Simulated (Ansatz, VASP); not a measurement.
# NaH: VASP beside Ansatz

```xyz
12
Lattice="-3.3660 0.0000 0.0000 0.0000 5.8302 0.0000 1.6830 -0.9717 -8.6941" Properties=species:S:1:pos:R:3 pbc="T T T"
Na    0.0000    3.8868   -4.3471
Na   -1.6830    0.9717   -4.3471
Na    0.0000    3.8868   -1.4025
Na   -1.6830    0.9717   -1.4025
Na    0.0000    3.8868   -7.2916
Na   -1.6830    0.9717   -7.2916
H    -1.6830    2.9151    0.0000
H     0.0000    0.0000    0.0000
H    -1.6830    2.9151   -5.8203
H     0.0000    0.0000   -5.8203
H    -1.6830    4.8585   -2.8738
H     0.0000    1.9434   -2.8738
```

Alike in both runs: task single point; functional PBE; k mesh 4 × 2 × 4; occupations gaussian, width 0.1 eV; no spin polarisation.

|  | VASP | Ansatz |
| --- | --- | --- |
| version | VASP 6.6.1 | Ansatz 0.2.0 |
| potentials or method | VASP PAW PBE potentials, release 64 (Na_pv, H), cutoff 520 eV | scalar-relativistic, plane waves, PAW |
| valence electrons in the cell | 48 | 60 |

```csv
,VASP,Ansatz,Ansatz less VASP
gap on the k mesh at the Fermi level (eV),3.45,3.46,+0.002
least direct gap on the mesh (eV),3.66,3.66,0.000
pressure (GPa),0.0,0.0,+0.03
"traceless stress, the component that is largest in VASP (GPa)",-0.11,-0.12,-0.003
```

VASP's potentials hold 48 valence electrons a cell and Ansatz's 60, so a difference there can come from the potentials and not from the codes.

The k mesh is coarse, so the values compare programs but aren't converged.
